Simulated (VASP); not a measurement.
# Ga4Sb4H (a cell with a defect) in VASP: notebook

The runs below take Ga4Sb4H (a cell with a defect) through single point, with PBEsol.

All numbers are computed with VASP 6.6.1; they aren't measurements. Logs are shortened: lines on timing, memory, paths and dates and some standing lists are left out, and cuts for length are marked.

### 1 The cell of the first run

The cell holds a defect, 9 atoms: a = 8.652 Å, b = 8.652 Å, c = 4.326 Å, α = 60.00°, β = 60.00°, γ = 60.00°.

### 2 Single point, PBEsol

The input, INCAR:

```
SYSTEM = Ga4Sb4H
ALGO = Normal ; EDIFF = 1E-6
ENCUT = 520 ; GGA = PS
ISIF = 2 ; ISMEAR = -1
LASPH = .TRUE. ; LCHARG = .FALSE.
LREAL = .FALSE. ; LWAVE = .FALSE.
NBANDS = 46 ; NELM = 100
PREC = Accurate ; SIGMA = 0.1
```

The input, KPOINTS:

```
k-points
0
G
  3 3 3
  0 0 0
```

The input, POSCAR:

```
Ga4Sb4H
1.0
    0.0000000000      6.1180000000      6.1180000000
    6.1180000000      0.0000000000      6.1180000000
    3.0590000000      3.0590000000      0.0000000000
Ga Sb H
4 4 1
Direct
    0.0000000000      0.0000000000      0.0000000000
    0.0000000000      0.5000000000      0.0000000000
    0.5000000000      0.0000000000      0.0000000000
    0.5000000000      0.5000000000      0.0000000000
    0.1250000000      0.1250000000      0.2500000000
    0.1250000000      0.6250000000      0.2500000000
    0.6250000000      0.1250000000      0.2500000000
    0.6250000000      0.6250000000      0.2500000000
    0.1228723439      0.2712508990      0.6058767571
```

Potentials or basis: VASP PAW PBE potentials, release 64 (Ga_d, Sb, H).

On the command line:

```
$ cat potpaw_PBE.64/Ga_d/POTCAR potpaw_PBE.64/Sb/POTCAR potpaw_PBE.64/H/POTCAR > POTCAR
$ mpirun -np 1 vasp_std > vasp.out
```

OUTCAR:

```text
SYSTEM = Ga4Sb4H
   EDIFF = 1E-6
   ENCUT = 520
   GGA = PS
   ISIF = 2
   ISMEAR = -1
   LASPH = .TRUE.
   LREAL = .FALSE.
   NELM = 100
   PREC = Accurate

 ion  position               nearest neighbor table
   1  0.000  0.000  0.000-   6 2.65   7 2.65   5 2.65   5 2.65
   2  0.000  0.500  0.000-   5 2.65   8 2.65   6 2.65   6 2.65
   3  0.500  0.000  0.000-   5 2.65   8 2.65   7 2.65   7 2.65
   4  0.500  0.500  0.000-   6 2.65   7 2.65   8 2.65   8 2.65
   5  0.125  0.125  0.250-   1 2.65   2 2.65   3 2.65   1 2.65
   6  0.125  0.625  0.250-   2 2.65   1 2.65   4 2.65   2 2.65
   7  0.625  0.125  0.250-   3 2.65   1 2.65   4 2.65   3 2.65
   8  0.625  0.625  0.250-   4 2.65   2 2.65   3 2.65   4 2.65
   9  0.123  0.271  0.606-

  LATTYP: Found a base centered orthorhombic cell.
 ALAT       =     8.6521585746
 B/A-ratio  =     1.4142135624
 C/A-ratio  =     0.5000000000

  Lattice vectors:

 A1 = (  -3.0590000000,   3.0590000000,  -6.1180000000)
 A2 = (  -3.0590000000,   3.0590000000,   6.1180000000)
 A3 = (   3.0590000000,   3.0590000000,   0.0000000000)

Analysis of symmetry for initial positions (statically):
=====================================================================
 Subroutine PRICEL returns:
 Original cell was already a primitive cell.

 Routine SETGRP: Setting up the symmetry group for a
 base centered orthorhombic supercell.

 Subroutine GETGRP returns: Found  2 space group operations
 (whereof  2 operations were pure point group operations)
 out of a pool of  8 trial point group operations.

The static configuration has the point symmetry C_1h.

Analysis of symmetry for dynamics (positions and initial velocities):
=====================================================================
 Subroutine PRICEL returns:
 Original cell was already a primitive cell.

 Routine SETGRP: Setting up the symmetry group for a
 base centered orthorhombic supercell.

 Subroutine GETGRP returns: Found  2 space group operations
 (whereof  2 operations were pure point group operations)
 out of a pool of  8 trial point group operations.

The dynamic configuration has the point symmetry C_1h.

 Subroutine INISYM returns: Found  2 space group operations
 (whereof  2 operations are pure point group operations),
[... 96 lines left out ...]
   LREAL  =      F    real-space projection
   EDIFFG = 0.1E-04   stopping-criterion for IOM
   NSW    =      0    number of steps for IOM
   IBRION =     -1    ionic relax: 0-MD 1-quasi-New 2-CG
   NFREE  =      0    steps in history (QN), initial steepest desc. (CG)
   ISIF   =      2    stress and relaxation
   ISYM   =      2    0-nonsym 1-usesym 2-fastsym
   POTIM  = 0.5000    time-step for ionic-motion
   TEBEG  =    0.0;   TEEND  =   0.0 temperature during run
   PSTRESS=    0.0 pullay stress
   NELECT =      73.0000    total number of electrons
   NUPDOWN=      -1.0000    fix difference up-down
   EMIN   =  10.00;   EMAX   =-10.00  energy-range for DOS
   EFERMI =   0.00;   METHOD = LEGACY
   ISMEAR =    -1;   SIGMA  =   0.10  broadening in eV -4-tet -1-fermi 0-gaus
   EFERMI_NEDOS =   21; number of points for ismear=-14 and -15
   IALGO  =     38    algorithm
   IMIX   =      4    mixing-type and parameters
     AMIX     =   0.40;   BMIX     =  1.00
     AMIX_MAG =   1.60;   BMIX_MAG =  1.00
  volume/ion in A,a.u.               =      25.44       171.70
  Fermi-wavevector in a.u.,A,eV,Ry     =   1.118338  2.113352 17.016525  1.250679
  Thomas-Fermi vector in A             =   2.254968
   LORBIT       =      0    0 simple, 1 ext, 2 COOP (PROOUT), +10 PAW based schemes
   GGA     = PS    functional components
   LHFCALC =     F    Hartree Fock is set to
   AEXX    =    0.0000 exact exchange contribution
   IVDW    =     0    specifies the selected vdW correction
   LEPSILON=     F    determine dielectric tensor
   LRPA    =     F    only Hartree local field effects (RPA)
 non-spin polarized calculation
  energy-cutoff  :      520.00
  volume of cell :      229.00
 maximum number of plane-waves:      6174
   NGX = 33   NGY = 33   NGZ = 17

 number of electron      72.9999944 magnetization

 Free energy of the ion-electron system (eV)
  ---------------------------------------------------
  ext. energy  EPLUGINS =         0.00000000
  ---------------------------------------------------
  free energy    TOTEN  =       -34.02544817 eV

  energy without entropy =      -33.95088117  energy(sigma->0) =      -33.98816467

 E-fermi :   4.6404     XC(G=0):  -9.3690

 val. band max:        4.5650348699   @ k =  -0.3333   0.0000   0.3333
 cond. band min:       4.7530919052   @ k =   0.0000   0.0000   0.0000
 fundamental gap:      0.1880570353
 Fermi energy:         4.6403597006

 k-point     1 :       0.0000    0.0000    0.0000
  band No.  band energies     occupation
      1     -10.3099      2.00000
      2     -10.3026      2.00000
      3     -10.2821      2.00000
      4     -10.2765      2.00000
      5     -10.2738      2.00000
      6     -10.2611      2.00000
[... 479 lines left out ...]
     45       9.2851      0.00000
     46       9.5423      0.00000

------------------------ aborting loop because EDIFF is reached ----------------------------------------

  FORCE on cell =-STRESS in cart. coord.  units (eV):
  Direction    XX          YY          ZZ          XY          YZ          ZX
  --------------------------------------------------------------------------------------
  -------------------------------------------------------------------------------------
  Total        1.8478921      1.8478921     -1.7032815      2.2811304      0.3770498     -0.3770497
  in kB       12.9288164     12.9288164    -11.9170456     15.9599776      2.6380368     -2.6380364
  external PRESSURE =       4.6468624 kB  Pullay stress =       0.0000000 kB

 VOLUME and BASIS-vectors are now :
 -----------------------------------------------------------------------------
  energy-cutoff  :      520.00
  volume of cell :      229.00
      direct lattice vectors                 reciprocal lattice vectors
     0.000000000  6.118000000  6.118000000    -0.081726054  0.081726054  0.081726054
     6.118000000  0.000000000  6.118000000     0.081726054 -0.081726054  0.081726054
     3.059000000  3.059000000  0.000000000     0.163452109  0.163452109 -0.163452109

 POSITION                                       TOTAL-FORCE (eV/Angst)
 -----------------------------------------------------------------------------------
      0.00000      0.00000      0.00000         0.063691     -0.063691      0.152016
      3.05900      0.00000      3.05900        -0.095448      0.095448      0.003072
      0.00000      3.05900      3.05900         0.000905     -0.000905      0.027857
      3.05900      3.05900      6.11800        -0.003589      0.003589     -0.074900
      1.52950      1.52950      1.52950         0.248248     -0.248248      0.365017
      4.58850      1.52950      4.58850        -0.191382      0.191382     -0.206922
      1.52950      4.58850      4.58850         0.086425     -0.086425      0.008417
      4.58850      4.58850      7.64750         0.036060     -0.036060      0.000940
      3.51289      2.60511      2.41125        -0.144910      0.144910     -0.275496
 -----------------------------------------------------------------------------------
    total drift:                                0.000395     -0.000393      0.000069

  FREE ENERGIE OF THE ION-ELECTRON SYSTEM (eV)
  ---------------------------------------------------
  free  energy   TOTEN  =       -34.0254481657 eV

  energy  without entropy=      -33.9508811668  energy(sigma->0) =      -33.98816467
```

OSZICAR:

```text
N       E                     dE             d eps       ncg     rms          rms(c)
DAV:   1     0.594590989645E+03    0.59459E+03   -0.31575E+04   956   0.198E+03
DAV:   2     0.542029568437E+02   -0.54039E+03   -0.52556E+03   998   0.542E+02
DAV:   3    -0.296339411688E+02   -0.83837E+02   -0.81877E+02  1066   0.157E+02
DAV:   4    -0.343788375664E+02   -0.47449E+01   -0.46910E+01  1114   0.377E+01
DAV:   5    -0.345200531124E+02   -0.14122E+00   -0.14100E+00  1202   0.676E+00    0.664E+00
DAV:   6    -0.341188985419E+02    0.40115E+00   -0.59072E-01  1288   0.850E+00    0.374E+00
DAV:   7    -0.340270107515E+02    0.91888E-01   -0.36482E-01  1030   0.355E+00    0.967E-01
DAV:   8    -0.340236452768E+02    0.33655E-02   -0.75876E-02  1010   0.316E+00    0.182E-01
DAV:   9    -0.340248495482E+02   -0.12043E-02   -0.95595E-03  1338   0.958E-01    0.102E-01
DAV:  10    -0.340253511613E+02   -0.50161E-03   -0.14099E-03  1048   0.442E-01    0.406E-02
DAV:  11    -0.340254273216E+02   -0.76160E-04   -0.37566E-04  1132   0.402E-01    0.138E-02
DAV:  12    -0.340254464707E+02   -0.19149E-04   -0.14278E-04  1182   0.102E-01    0.759E-03
DAV:  13    -0.340254475857E+02   -0.11150E-05   -0.19074E-05  1156   0.472E-02    0.236E-03
DAV:  14    -0.340254481657E+02   -0.57995E-06   -0.28615E-06   794   0.198E-02
   1 F= -.34025448E+02 E0= -.33988165E+02  d E =-.745670E-01
```

Run time: 85 s. Hardware: 1 thread of Intel Xeon Platinum 8488C (Sapphire Rapids), shared host; peak memory 0.4 GiB.

What came out:

```yaml
Free_energy: -34.0254 eV
Pressure: 0.5 GPa
Largest_force: 0.506 eV/Å
```

Forces in eV/Å, atoms in the order of the input:
```
Ga   0.064 -0.064  0.152
Ga  -0.095  0.095  0.003
Ga   0.001 -0.001  0.028
Ga  -0.004  0.004 -0.075
Sb   0.248 -0.248  0.365
Sb  -0.191  0.191 -0.207
Sb   0.086 -0.086  0.008
Sb   0.036 -0.036  0.001
H   -0.145  0.145 -0.275
```

Levels at points of the mesh, in eV from the Fermi level:
```
           k point  band 33  band 34  band 35  band 36  band 37  band 38  band 39  band 40  band 41  band 42
(0.00, 0.00, 0.00)    -1.02    -1.00     0.11     0.11     0.12     0.14     0.48     0.63     1.20     2.43
```

Caveat: the k points lie up to 0.59 Å⁻¹ apart; the PAW data sets were made with another functional, which shifts forces and pressure a little; spin-orbit coupling is left out, which moves the levels of the heavy elements.

### 3 Single point, PBEsol

The input, INCAR:

```
ALGO = Normal
EDIFF = 1E-6
ENCUT = 520
GGA = PS
ISIF = 2
ISMEAR = -1
LASPH = T
LCHARG = F
LREAL = F
LWAVE = F
NBANDS = 46
NELM = 60
PREC = Accurate
SIGMA = 0.1
```

The input, KPOINTS:

```
k-points
0
Gamma
  3 3 3
```

POSCAR: that of step 2 with these lines changed.

```diff
@@ -16,2 +16,2 @@
     0.6250000000      0.6250000000      0.2500000000
-    0.1228723439      0.2712508990      0.6058767571
+    0.1211236515      0.3141020758      0.5647742726
```

Potentials or basis: VASP PAW PBE potentials, release 64 (Ga_d, Sb, H).

On the command line:

```
$ cat potpaw_PBE.64/Ga_d/POTCAR potpaw_PBE.64/Sb/POTCAR potpaw_PBE.64/H/POTCAR > POTCAR
$ mpirun -np 1 vasp_std > vasp.out
```

OUTCAR:

```text
EDIFF = 1E-6
   ENCUT = 520
   GGA = PS
   ISIF = 2
   ISMEAR = -1
   LASPH = T
   LREAL = F
   NELM = 60
   PREC = Accurate

 ion  position               nearest neighbor table
   1  0.000  0.000  0.000-   6 2.65   7 2.65   5 2.65   5 2.65
   2  0.000  0.500  0.000-   5 2.65   8 2.65   6 2.65   6 2.65
   3  0.500  0.000  0.000-   5 2.65   8 2.65   7 2.65   7 2.65
   4  0.500  0.500  0.000-   6 2.65   7 2.65   8 2.65   8 2.65
   5  0.125  0.125  0.250-   1 2.65   2 2.65   3 2.65   1 2.65
   6  0.125  0.625  0.250-   2 2.65   1 2.65   4 2.65   2 2.65
   7  0.625  0.125  0.250-   3 2.65   1 2.65   4 2.65   3 2.65
   8  0.625  0.625  0.250-   4 2.65   2 2.65   3 2.65   4 2.65
   9  0.121  0.314  0.565-

  LATTYP: Found a base centered orthorhombic cell.
 ALAT       =     8.6521585746
 B/A-ratio  =     1.4142135624
 C/A-ratio  =     0.5000000000

  Lattice vectors:

 A1 = (  -3.0590000000,   3.0590000000,  -6.1180000000)
 A2 = (  -3.0590000000,   3.0590000000,   6.1180000000)
[... 178 lines left out ...]
 fundamental gap:      0.2294483388
 Fermi energy:         4.6076142836

 k-point     1 :       0.0000    0.0000    0.0000
  band No.  band energies     occupation
      1     -10.3190      2.00000
      2     -10.3131      2.00000
      3     -10.2872      2.00000
      4     -10.2853      2.00000
      5     -10.2790      2.00000
      6     -10.2647      2.00000
[... 479 lines left out ...]
     45       9.3249      0.00000
     46       9.5073      0.00000

------------------------ aborting loop because EDIFF is reached ----------------------------------------

  FORCE on cell =-STRESS in cart. coord.  units (eV):
  Direction    XX          YY          ZZ          XY          YZ          ZX
  --------------------------------------------------------------------------------------
  -------------------------------------------------------------------------------------
  Total        1.7331852      1.7331852     -1.5274072      2.3043358      0.4340472     -0.4340472
  in kB       12.1262674     12.1262674    -10.6865372     16.1223346      3.0368208     -3.0368207
  external PRESSURE =       4.5219992 kB  Pullay stress =       0.0000000 kB

 VOLUME and BASIS-vectors are now :
 -----------------------------------------------------------------------------
  energy-cutoff  :      520.00
  volume of cell :      229.00
      direct lattice vectors                 reciprocal lattice vectors
     0.000000000  6.118000000  6.118000000    -0.081726054  0.081726054  0.081726054
     6.118000000  0.000000000  6.118000000     0.081726054 -0.081726054  0.081726054
     3.059000000  3.059000000  0.000000000     0.163452109  0.163452109 -0.163452109

 POSITION                                       TOTAL-FORCE (eV/Angst)
 -----------------------------------------------------------------------------------
      0.00000      0.00000      0.00000         0.093588     -0.093588      0.184437
      3.05900      0.00000      3.05900        -0.120695      0.120695      0.041139
      0.00000      3.05900      3.05900         0.026688     -0.026688      0.006985
      3.05900      3.05900      6.11800        -0.018004      0.018004     -0.063553
      1.52950      1.52950      1.52950         0.191760     -0.191760      0.269766
      4.58850      1.52950      4.58850        -0.293171      0.293171     -0.394930
      1.52950      4.58850      4.58850         0.070408     -0.070408     -0.012854
      4.58850      4.58850      7.64750         0.051072     -0.051072     -0.021543
      3.64932      2.46868      2.66271        -0.001644      0.001644     -0.009447
 -----------------------------------------------------------------------------------
    total drift:                                0.000452     -0.000450      0.000214

  FREE ENERGIE OF THE ION-ELECTRON SYSTEM (eV)
  ---------------------------------------------------
  free  energy   TOTEN  =       -33.9706731468 eV

  energy  without entropy=      -33.8876074906  energy(sigma->0) =      -33.92914032
```

OSZICAR:

```text
N       E                     dE             d eps       ncg     rms          rms(c)
DAV:   1     0.593647631748E+03    0.59365E+03   -0.31573E+04   950   0.198E+03
DAV:   2     0.531169743148E+02   -0.54053E+03   -0.52551E+03  1018   0.539E+02
DAV:   3    -0.297418372140E+02   -0.82859E+02   -0.80872E+02  1040   0.156E+02
DAV:   4    -0.343415379429E+02   -0.45997E+01   -0.45446E+01  1132   0.379E+01
DAV:   5    -0.344689412685E+02   -0.12740E+00   -0.12725E+00  1166   0.648E+00    0.663E+00
DAV:   6    -0.340605301033E+02    0.40841E+00   -0.61517E-01  1274   0.909E+00    0.374E+00
DAV:   7    -0.339738858438E+02    0.86644E-01   -0.38162E-01  1034   0.392E+00    0.104E+00
DAV:   8    -0.339686017620E+02    0.52841E-02   -0.76112E-02  1014   0.369E+00    0.193E-01
DAV:   9    -0.339700412469E+02   -0.14395E-02   -0.10948E-02  1324   0.987E-01    0.102E-01
DAV:  10    -0.339705487731E+02   -0.50753E-03   -0.17306E-03  1034   0.527E-01    0.458E-02
DAV:  11    -0.339706509904E+02   -0.10222E-03   -0.45554E-04  1084   0.412E-01    0.167E-02
DAV:  12    -0.339706673648E+02   -0.16374E-04   -0.14022E-04  1202   0.126E-01    0.740E-03
DAV:  13    -0.339706727095E+02   -0.53446E-05   -0.36172E-05  1084   0.457E-02    0.310E-03
DAV:  14    -0.339706731468E+02   -0.43735E-06   -0.41888E-06   750   0.347E-02
   1 F= -.33970673E+02 E0= -.33929140E+02  d E =-.830657E-01
```

Run time: 85 s. Hardware: 1 thread of Intel Xeon Platinum 8488C (Sapphire Rapids), shared host; peak memory 0.39 GiB.

What came out:

```
Free energy   : -33.9707 eV
Pressure      : 0.5 GPa
Largest force : 0.573 eV/Å
```

Forces in eV/Å, atoms in the order of the input:
```
Ga   0.094 -0.094  0.184
Ga  -0.121  0.121  0.041
Ga   0.027 -0.027  0.007
Ga  -0.018  0.018 -0.064
Sb   0.192 -0.192  0.270
Sb  -0.293  0.293 -0.395
Sb   0.070 -0.070 -0.013
Sb   0.051 -0.051 -0.022
H   -0.002  0.002 -0.009
```

Levels at points of the mesh, in eV from the Fermi level:
| k point | band 34 | band 35 | band 36 | band 37 | band 38 | band 39 | band 40 | band 41 |
| --- | --- | --- | --- | --- | --- | --- | --- | --- |
| (0.00, 0.00, 0.00) | -0.84 | 0.13 | 0.15 | 0.16 | 0.17 | 0.51 | 0.69 | 1.23 |

Caveat: the k points lie up to 0.59 Å⁻¹ apart; the PAW data sets were made with another functional, which shifts forces and pressure a little; spin-orbit coupling is left out, which moves the levels of the heavy elements.

(Continued in part 2 of 2.)
